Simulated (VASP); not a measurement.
Write the native input for VASP 6.6.1 that does the following.

- Task: single point
- Functional: BLYP
- Potentials or basis: VASP PAW PBE potentials, release 64 (Hg)
- Cutoff: 520 eV
- k mesh: 11 × 11 × 11
- Occupations: fermi-dirac, width 0.1 eV
- Spin: no spin polarisation
- Dipole correction: no
- Further INCAR settings: ALGO = Normal; EDIFF = 1e-06; NBANDS = 12

The structure of Hg lies in POSCAR:

```
Hg
1.0
    3.1147292043      1.7982897445      3.8035046291
   -3.1147292043      1.7982897445      3.8035046291
    0.0000000000     -3.5965794891      3.8035046290
Hg
1
Direct
    0.0000000000      0.0000000000      0.0000000000
```

These files were run (other wordings do the same):

INCAR

```
PREC = Accurate
ENCUT = 520
EDIFF = 1E-6
ISMEAR = -1
SIGMA = 0.1
LREAL = F
LASPH = T
NELM = 60
ALGO = Normal
ISIF = 2
LWAVE = F
LCHARG = T
GGA = B5
ALDAX = 1.0
AGGAX = 1.0
AGGAC = 1.0
ALDAC = 0.0
LELF = T
LVHAR = T
NBANDS = 12
```

KPOINTS

```
regular mesh
0
Gamma
  11 11 11
```

Potentials or basis: VASP PAW PBE potentials, release 64 (Hg).

Command:

```sh
$ cat potpaw_PBE.64/Hg/POTCAR > POTCAR
$ mpirun -np 1 vasp_std > vasp.out
```

It gave:

| Item | Value |
| --- | --- |
| Pressure | 0.0 GPa |
| Band gap on the k mesh | 4.38 eV (least direct gap 4.72 eV) |

Caveat: the PAW data sets were made with another functional, which shifts forces and pressure a little; spin-orbit coupling is left out, which moves the levels of the heavy elements; an odd mesh through Γ misses points on the zone boundary, where band edges can lie.

It took 2.2 min on 1 thread of Intel(R) Xeon(R) Platinum 8259CL CPU @ 2.50GHz (Skylake/Cascade Lake), on a shared host, peak memory 0.38 GiB.
